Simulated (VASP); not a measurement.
# ZrS2 (P-3m1) in VASP: notebook

Runs on ZrS2. Level: PBEsol. Tasks: single point.

All numbers are computed with VASP 6.6.1; they aren't measurements. Logs are shortened: lines on timing, memory, paths and dates and some standing lists are left out, and cuts for length are marked.

## 1. The cell of the first run

It takes space group P-3m1 (No. 164, trigonal). The conventional cell has a = 3.590 Å, b = 3.590 Å, c = 5.875 Å, α = 90.00°, β = 90.00°, γ = 120.00°. Within 3.3 Å of Zr (site symmetry -3m) lie 6 S at 2.50 Å. S (site symmetry 3m) has 3 Zr at 2.50 Å within 3.3 Å.

## 2. Single point, PBEsol

Input file INCAR:

```
PREC     = Accurate       # precision mode
ENCUT    = 500            # plane-wave cutoff, eV
EDIFF    = 1E-6           # SCF threshold, eV
ISMEAR   = 0              # smearing method
SIGMA    = 0.01           # smearing width, eV
LREAL    = False          # projectors in reciprocal space
LASPH    = True           # aspherical terms in the spheres
NELM     = 120            # most SCF steps
ALGO     = Normal         # electronic algorithm
ISIF     = 2              # what is computed and relaxed
LWAVE    = False          # write WAVECAR
LCHARG   = False          # write CHGCAR
GGA      = PS             # functional
NBANDS   = 19             # bands
GGA_COMPAT= False
```

Input file KPOINTS:

```
Automatic mesh
0
Gamma
  6 6 4
```

Input file POSCAR:

```
ZrS2
1.0
    3.5901974214      0.0000000000      0.0000000000
   -1.7950987059      3.1092021683      0.0000000000
    0.0000000000      0.0000000000      5.8754839983
Zr S
1 2
Direct
    0.0000000000      0.0000000000      0.0000000000
    0.6666666667      0.3333333333      0.7620900300
    0.3333333333      0.6666666667      0.2379099700
```

Potentials or basis: VASP PAW PBE potentials, release 64 (Zr_sv, S).

The run is started by

```console
$ cat potpaw_PBE.64/Zr_sv/POTCAR potpaw_PBE.64/S/POTCAR > POTCAR
$ mpirun -np 1 vasp_std > vasp.out
```

OUTCAR:

```text
PREC = Accurate
   ENCUT = 500
   EDIFF = 1E-6
   ISMEAR = 0
   LREAL = False
   LASPH = True
   NELM = 120
   ISIF = 2
   GGA = PS

 ion  position               nearest neighbor table
   1  0.000  0.000  0.000-   2 2.50   3 2.50   3 2.50   2 2.50   2 2.50   3 2.50
   2  0.667  0.333  0.762-   1 2.50   1 2.50   1 2.50
   3  0.333  0.667  0.238-   1 2.50   1 2.50   1 2.50

  LATTYP: Found a hexagonal cell.
 ALAT       =     3.5901974214
 C/A-ratio  =     1.6365350728

  Lattice vectors:

 A1 = (   3.5901974214,   0.0000000000,   0.0000000000)
 A2 = (  -1.7950987059,   3.1092021683,   0.0000000000)
 A3 = (   0.0000000000,   0.0000000000,   5.8754839983)

Analysis of symmetry for initial positions (statically):
=====================================================================
 Subroutine PRICEL returns:
 Original cell was already a primitive cell.

 Routine SETGRP: Setting up the symmetry group for a
 hexagonal supercell.

 Subroutine GETGRP returns: Found 12 space group operations
 (whereof 12 operations were pure point group operations)
 out of a pool of 24 trial point group operations.

The static configuration has the point symmetry D_3d.

Analysis of symmetry for dynamics (positions and initial velocities):
=====================================================================
 Subroutine PRICEL returns:
 Original cell was already a primitive cell.

 Routine SETGRP: Setting up the symmetry group for a
 hexagonal supercell.

 Subroutine GETGRP returns: Found 12 space group operations
 (whereof 12 operations were pure point group operations)
 out of a pool of 24 trial point group operations.

The dynamic configuration has the point symmetry D_3d.

 Subroutine INISYM returns: Found 12 space group operations
 (whereof 12 operations are pure point group operations),
 and found     1 'primitive' translations

----------------------------------------------------------------------------------------

                                     Primitive cell

  volume of cell :      65.5860

  direct lattice vectors                    reciprocal lattice vectors
     3.590197421  0.000000000  0.000000000     0.278536215  0.160812958  0.000000000
    -1.795098706  3.109202168  0.000000000     0.000000000  0.321625917  0.000000000
     0.000000000  0.000000000  5.875483998     0.000000000  0.000000000  0.170198745

  length of vectors
     3.590197421  3.590197416  5.875483998     0.321625917  0.321625917  0.170198745

  position of ions in fractional coordinates (direct lattice)
     0.000000000  0.000000000  0.000000000
     0.666666667  0.333333333  0.762090030
     0.333333333  0.666666667  0.237909970

  ion indices of the primitive-cell ions
   primitive index   ion index
                 1           1
                 2           2
                 3           3

----------------------------------------------------------------------------------------

 KPOINTS: Automatic mesh

Automatic generation of k-mesh.
 Grid dimensions read from file:
 generate k-points for:    6    6    4

 Generating k-lattice:

  Cartesian coordinates                     Fractional coordinates (reciprocal lattice)
     0.046422702  0.026802160  0.000000000     0.166666667 -0.000000000  0.000000000
     0.000000000  0.053604320  0.000000000     0.000000000  0.166666667  0.000000000
     0.000000000  0.000000000  0.042549686     0.000000000  0.000000000  0.250000000

  Length of vectors
     0.053604320  0.053604320  0.042549686

  Shift w.r.t. Gamma in fractional coordinates (k-lattice)
     0.000000000  0.000000000  0.000000000

 Subroutine IBZKPT returns following result:
 ===========================================

 Found     24 irreducible k-points:

 Following reciprocal coordinates:
            Coordinates               Weight
  0.000000  0.000000  0.000000      1.000000
  0.166667  0.000000  0.000000      6.000000
  0.333333 -0.000000  0.000000      6.000000
  0.500000  0.000000  0.000000      3.000000
  0.166667  0.166667  0.000000      6.000000
  0.333333  0.166667  0.000000     12.000000
[... 16 lines left out ...]
  0.333333  0.166667  0.500000     12.000000
  0.333333  0.333333  0.500000      2.000000
   k-points           NKPTS =     24   k-points in BZ     NKDIM =     24   number of bands    NBANDS=     19
   number of dos      NEDOS =    301   number of ions     NIONS =      3
   total plane-waves  NPLWV =  37632
   dimension x,y,z NGX =    28 NGY =   28 NGZ =   48
   dimension x,y,z NGXF=    56 NGYF=   56 NGZF=   96
   ions per type =               1   2
   NGX,Y,Z   is equivalent  to a cutoff of  12.97, 12.97, 13.58 a.u.
   NGXF,Y,Z  is equivalent  to a cutoff of  25.93, 25.93, 27.16 a.u.
 SYSTEM =  unknown system
   PREC   = accura    normal or accurate (medium, high low for compatibility)
   ISTART =      0    job   : 0-new  1-cont  2-samecut
   ICHARG =      2    charge: 1-file 2-atom 10-const
   ISPIN  =      1    spin polarized calculation?
   LNONCOLLINEAR =      F non collinear calculations
   LSORBIT =      F    spin-orbit coupling
   LASPH  =      T    aspherical Exc in radial PAW
   ENCUT  =  500.0 eV  36.75 Ry    6.06 a.u.   6.55  6.55 10.71*2*pi/ulx,y,z
   NELM   =    120;   NELMIN=  2; NELMDL= -5     # of ELM steps
   EDIFF  = 0.1E-05   stopping-criterion for ELM
   LREAL  =      F    real-space projection
[... 7 lines left out ...]
   TEBEG  =    0.0;   TEEND  =   0.0 temperature during run
   PSTRESS=    0.0 pullay stress
   NELECT =      24.0000    total number of electrons
   NUPDOWN=      -1.0000    fix difference up-down
   EMIN   =  10.00;   EMAX   =-10.00  energy-range for DOS
   EFERMI =   0.00;   METHOD = LEGACY
   ISMEAR =     0;   SIGMA  =   0.01  broadening in eV -4-tet -1-fermi 0-gaus
   EFERMI_NEDOS =   21; number of points for ismear=-14 and -15
   IALGO  =     38    algorithm
   IMIX   =      4    mixing-type and parameters
     AMIX     =   0.40;   BMIX     =  1.00
     AMIX_MAG =   1.60;   BMIX_MAG =  1.00
  volume/ion in A,a.u.               =      21.86       147.53
  Fermi-wavevector in a.u.,A,eV,Ry     =   1.170959  2.212791 18.655552  1.371144
  Thomas-Fermi vector in A             =   2.307410
   LORBIT       =      0    0 simple, 1 ext, 2 COOP (PROOUT), +10 PAW based schemes
   GGA     = PS    functional components
   LHFCALC =     F    Hartree Fock is set to
   AEXX    =    0.0000 exact exchange contribution
   IVDW    =     0    specifies the selected vdW correction
   LEPSILON=     F    determine dielectric tensor
   LRPA    =     F    only Hartree local field effects (RPA)
 non-spin polarized calculation
 Gauss-broadening in eV      SIGMA  =   0.01
  energy-cutoff  :      500.00
  volume of cell :       65.59
 maximum number of plane-waves:      1713
 NGX is ok and might be reduce to    28
   NGX = 13   NGY = 13   NGZ = 21

 number of electron      24.0000000 magnetization

 Free energy of the ion-electron system (eV)
  ---------------------------------------------------
  ext. energy  EPLUGINS =         0.00000000
  ---------------------------------------------------
  free energy    TOTEN  =       -22.47358024 eV

  energy without entropy =      -22.47358024  energy(sigma->0) =      -22.47358024

 E-fermi :   4.8987     XC(G=0):  -9.8912

 val. band max:        4.8554493330   @ k =   0.1667   0.0000   0.0000
 cond. band min:       5.7795142073   @ k =   0.5000   0.0000   0.5000
 fundamental gap:      0.9240648742
 Fermi energy:         4.8987487727

 k-point     1 :       0.0000    0.0000    0.0000
  band No.  band energies     occupation
      1     -43.7020      2.00000
      2     -21.8790      2.00000
      3     -21.6770      2.00000
      4     -21.6770      2.00000
      5      -8.0562      2.00000
      6      -6.3660      2.00000
[... 11 lines left out ...]
     18      10.7443      0.00000
     19      11.0127      0.00000

 k-point     2 :       0.1667    0.0000    0.0000
  band No.  band energies     occupation
      1     -43.6951      2.00000
      2     -21.8589      2.00000
      3     -21.7691      2.00000
      4     -21.6963      2.00000
      5      -7.7352      2.00000
      6      -6.4628      2.00000
[... 11 lines left out ...]
     18      12.0335      0.00000
     19      12.5786      0.00000

 k-point     3 :       0.3333   -0.0000    0.0000
  band No.  band energies     occupation
      1     -43.6814      2.00000
      2     -21.9489      2.00000
      3     -21.8166      2.00000
      4     -21.7347      2.00000
      5      -7.0978      2.00000
      6      -6.5697      2.00000
[... 11 lines left out ...]
     18      12.5299      0.00000
     19      13.2972      0.00000

 k-point     4 :       0.5000    0.0000    0.0000
  band No.  band energies     occupation
      1     -43.6745      2.00000
      2     -22.0354      2.00000
      3     -21.7959      2.00000
      4     -21.7537      2.00000
      5      -6.9699      2.00000
      6      -6.3639      2.00000
[... 11 lines left out ...]
     18      11.6305      0.00000
     19      13.3169      0.00000

 k-point     5 :       0.1667    0.1667    0.0000
  band No.  band energies     occupation
      1     -43.6849      2.00000
      2     -21.8864      2.00000
      3     -21.8288      2.00000
      4     -21.7425      2.00000
      5      -7.2210      2.00000
      6      -6.5934      2.00000
[... 11 lines left out ...]
     18      13.3481      0.00000
     19      13.9464      0.00000
[... 334 lines left out ...]
      2     -22.0352      2.00000
      3     -21.7962      2.00000
      4     -21.7537      2.00000
      5      -7.0477      2.00000
      6      -6.2565      2.00000
[... 11 lines left out ...]
     18      11.9353      0.00000
     19      12.4074      0.00000

 k-point    22 :       0.1667    0.1667    0.5000
  band No.  band energies     occupation
      1     -43.6848      2.00000
      2     -21.8863      2.00000
      3     -21.8293      2.00000
      4     -21.7425      2.00000
      5      -7.0258      2.00000
      6      -6.8096      2.00000
[... 11 lines left out ...]
     18      13.6089      0.00000
     19      13.7678      0.00000

 k-point    23 :       0.3333    0.1667    0.5000
  band No.  band energies     occupation
      1     -43.6745      2.00000
      2     -21.9885      2.00000
      3     -21.8056      2.00000
      4     -21.7938      2.00000
      5      -6.8813      2.00000
      6      -6.4530      2.00000
[... 11 lines left out ...]
     18      12.2262      0.00000
     19      13.0618      0.00000

 k-point    24 :       0.3333    0.3333    0.5000
  band No.  band energies     occupation
      1     -43.6711      2.00000
      2     -21.9229      2.00000
      3     -21.9229      2.00000
      4     -21.7870      2.00000
      5      -6.5903      2.00000
      6      -6.5903      2.00000
[... 11 lines left out ...]
     18      13.0070      0.00000
     19      13.8349      0.00000

------------------------ aborting loop because EDIFF is reached ----------------------------------------

  FORCE on cell =-STRESS in cart. coord.  units (eV):
  Direction    XX          YY          ZZ          XY          YZ          ZX
  --------------------------------------------------------------------------------------
  -------------------------------------------------------------------------------------
  Total        2.4123290      2.4123290      2.4392549      0.0000000     -0.0000000     -0.0000000
  in kB       58.9299645     58.9299644     59.5877288      0.0000001     -0.0000000     -0.0000000
  external PRESSURE =      59.1492192 kB  Pullay stress =       0.0000000 kB

 VOLUME and BASIS-vectors are now :
 -----------------------------------------------------------------------------
  energy-cutoff  :      500.00
  volume of cell :       65.59
      direct lattice vectors                 reciprocal lattice vectors
     3.590197421  0.000000000  0.000000000     0.278536215  0.160812958  0.000000000
    -1.795098706  3.109202168  0.000000000     0.000000000  0.321625917  0.000000000
     0.000000000  0.000000000  5.875483998     0.000000000  0.000000000  0.170198745

 POSITION                                       TOTAL-FORCE (eV/Angst)
 -----------------------------------------------------------------------------------
      0.00000      0.00000      0.00000        -0.000000      0.000000      0.000000
      1.79510      1.03640      4.47765        -0.000000      0.000000     -0.905075
      0.00000      2.07280      1.39784         0.000000     -0.000000      0.905075
 -----------------------------------------------------------------------------------
    total drift:                                0.000000      0.000000      0.000000

  FREE ENERGIE OF THE ION-ELECTRON SYSTEM (eV)
  ---------------------------------------------------
  free  energy   TOTEN  =       -22.4735802407 eV

  energy  without entropy=      -22.4735802407  energy(sigma->0) =      -22.47358024
```

It took 29 s on 1 thread of AMD EPYC 7R43 (Zen 3), shared host; peak memory 0.16 GiB.

What came out:

```yaml
Free_energy: -22.4736 eV
Pressure: 5.9 GPa
Largest_force: 0.905 eV/Å
Band_gap_on_the_k_mesh: 0.92 eV (least direct gap 1.59 eV)
```

Forces in eV/Å, atoms in the order of the input:
```
Zr   0.000  0.000  0.000
S    0.000  0.000 -0.905
S    0.000  0.000  0.905
```

Caveat: the cell stands under pressure; the PAW data sets were made with another functional, which shifts forces and pressure a little; this functional lacks dispersion, which binds the layers, so the pressure and a relaxed spacing across them are unreliable. A k mesh can miss the band edges.

## 3. Single point, PBEsol

This run uses another cell than the first one, of 22.81 Å³/atom.

Input file INCAR:

```
SYSTEM = ZrS2
PREC = Accurate
ENCUT = 500
EDIFF = 1E-6
ISMEAR = 0
SIGMA = 0.01
LREAL = .FALSE.
LASPH = .TRUE.
NELM = 120
ALGO = Normal
ISIF = 2
LWAVE = .FALSE.
LCHARG = .TRUE.
GGA = PS
LELF = .TRUE.
LVHAR = .TRUE.
NBANDS = 19
GGA_COMPAT = .FALSE.
```

Input file KPOINTS:

```
Automatic mesh
0
G
  6 6 4
  0 0 0
```

Input file POSCAR:

```
ZrS2
1.0
    3.6414928863      0.0000000000      0.0000000000
   -1.8207464382      3.1536253439      0.0000000000
    0.0000000000      0.0000000000      5.9594308256
Zr S
1 2
Direct
    0.0000000000      0.0000000000      0.0000000000
    0.6666666667      0.3333333333      0.7620900300
    0.3333333333      0.6666666667      0.2379099700
```

Potentials or basis: VASP PAW PBE potentials, release 64 (Zr_sv, S).

The run is started by

```console
$ cat potpaw_PBE.64/Zr_sv/POTCAR potpaw_PBE.64/S/POTCAR > POTCAR
$ mpirun -np 1 vasp_std > vasp.out
```

Run time: 32 s. Hardware: 1 thread of AMD EPYC 7R43 (Zen 3), shared host; peak memory 0.15 GiB.

Results (log left out):

- Free energy: -22.5375 eV
- Pressure: 1.3 GPa
- Largest force: 0.343 eV/Å
- Band gap on the k mesh: 0.97 eV (least direct gap 1.61 eV)

Forces on the atoms (eV/Å):
```
Zr   0.000  0.000  0.000
S    0.000  0.000 -0.343
S    0.000  0.000  0.343
```

Stress tensor (GPa, compression positive):
```
1.00 0.00 0.00
0.00 1.00 0.00
0.00 0.00 1.94
```

Levels at points of the mesh, in eV from the valence-band top:
```tsv
k point	band 10	band 11	band 12	band 13	band 14	band 15
(0.00, 0.00, 0.00)	-0.02	-0.02	-0.02	1.59	1.59	2.47
(0.50, 0.00, 0.00)	-2.47	-1.72	-1.15	1.18	3.39	3.67
(0.00, 0.00, 0.50)	-1.68	-0.13	-0.13	1.56	1.56	2.85
(0.50, 0.00, 0.50)	-2.29	-0.94	-0.77	0.97	3.38	3.67
```

Caveat: the PAW data sets were made with another functional, which shifts forces and pressure a little; this functional lacks dispersion, which binds the layers, so the pressure and a relaxed spacing across them are unreliable.

[end of part 1 of 2]
